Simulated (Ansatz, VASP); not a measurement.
# Two plane-wave programs on AlRu

Contents of INCAR:

```
SYSTEM = AlRu
PREC = Accurate
ENCUT = 520
EDIFF = 1E-6
ISMEAR = 0
SIGMA = 0.15
LREAL = .False.
LASPH = .True.
NELM = 60
ALGO = Fast
ISIF = 2
LWAVE = .False.
LCHARG = .False.
GGA = PE
NBANDS = 34
```

The input KPOINTS:

```
regular mesh
0
Gamma
  20 20 7
  0 0 0
```

File POSCAR:

```
AlRu
1.0
    0.0000000000     -3.0040847246      0.0000000000
    0.0000000000      0.0000000000     -3.0040847246
    8.7122541738      0.0000000000      0.0000000000
Al Ru
3 3
Direct
    0.0000000000      0.0000000000      0.2585913237
    0.0000000000      0.0000000000      0.6034027427
    0.0000000000      0.0000000000      0.9482141618
    0.5000000000      0.5000000000      0.0861856142
    0.5000000000      0.5000000000      0.4309970332
    0.5000000000      0.5000000000      0.7758084522
```

Input for Ansatz:

```yaml
crystal:
  lattice:
    - [0.0, -3.0040847246, 0.0]
    - [0.0, 0.0, -3.0040847246]
    - [8.7122541738, 0.0, 0.0]
  atoms:
    - { symbol: Al, position: [0.0, 0.0, 0.2585913237] }
    - { symbol: Al, position: [0.0, 0.0, 0.6034027427] }
    - { symbol: Al, position: [0.0, 0.0, 0.9482141618] }
    - { symbol: Ru, position: [0.5, 0.5, 0.0861856142] }
    - { symbol: Ru, position: [0.5, 0.5, 0.4309970332] }
    - { symbol: Ru, position: [0.5, 0.5, 0.7758084522] }
basis:
  ecutwfc: 420
kpoints:
  mp_grid: { grid: [20, 20, 7] }
hamiltonian:
  xc: pbe
scf:
  occupations: { method: gaussian, width: 0.15 }
output:
  forces: true
  stress: true
  eigenvalues: true
```

Alike in both runs: task single point; functional PBE; k mesh 20 × 20 × 7; occupations gaussian, width 0.15 eV; no spin polarisation.

|  | VASP | Ansatz |
| --- | --- | --- |
| version | VASP 6.6.1 | Ansatz 0.2.0 |
| potentials or method | VASP PAW PBE potentials, release 64 (Al, Ru_pv), cutoff 520 eV | scalar-relativistic, plane waves, PAW |
| valence electrons in the cell | 51 | 57 |

```tsv
	VASP	Ansatz	Ansatz less VASP
gap on the k mesh at the Fermi level (eV)	none	none	-
pressure (GPa)	9.4	9.4	-0.04
traceless stress, the component that is largest in VASP (GPa)	5.05	5.03	-0.014
rms of the force components (eV/Å)	0.789	0.786	-0.0028
```

Atom by atom the forces differ by 0.003 eV/Å (rms over components). A gap of «none» marks a metal or a gap that the smearing closes. The functional is the same, so the differences come from potentials, cutoffs and numerics. VASP's potentials hold 51 valence electrons a cell and Ansatz's 57, so a difference there can come from the potentials and not from the codes.
